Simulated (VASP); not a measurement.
# CdSe (Cadmoselite): single point with PBE

CdSe (Cadmoselite):

```xyz
4
Lattice="4.3000 0.0000 0.0000 -2.1500 3.7239 0.0000 0.0000 0.0000 7.0200" Properties=species:S:1:pos:R:3 pbc="T T T"
Cd    2.1500    1.2413    3.5100
Cd    0.0000    2.4826    0.0000
Se    2.1500    1.2413    6.2127
Se    0.0000    2.4826    2.7027
```

* Program: VASP 6.6.1
* Task: single point
* Functional: PBE
* Potentials or basis: VASP PAW PBE potentials, release 64 (Cd, Se)
* Cutoff: 520 eV
* k mesh: 7 × 7 × 4
* Occupations: gaussian, width 0.024 eV
* Spin: no spin polarisation

- Pressure: 3.3 GPa
- Largest force: 0.291 eV/Å
- Band gap on the k mesh: 0.70 eV, direct

Forces on the atoms (eV/Å):
```
Cd   0.000  0.000  0.291
Cd   0.000  0.000  0.291
Se   0.000  0.000 -0.291
Se   0.000  0.000 -0.291
```

Stress tensor (GPa, compression positive):
```
4.03 0.00 0.00
0.00 4.03 0.00
0.00 0.00 1.93
```

Levels at points of the mesh, in eV from the valence-band top:
```csv
k point,band 14,band 15,band 16,band 17,band 18,band 19,band 20,band 21,band 22,band 23
"(0.00, 0.00, 0.00)",-0.72,-0.72,-0.01,0.00,0.00,0.70,2.12,5.88,5.88,6.14
"(0.00, 0.00, 0.50)",-2.57,-0.37,-0.37,-0.37,-0.37,2.34,2.34,5.83,5.83,6.25
```

It used 150 s of CPU time on 1 thread of AMD EPYC 7R13 Processor (Zen 3), with other jobs on the host.

Expect the measured gap to be larger: semilocal functionals such as PBE lack the derivative discontinuity.
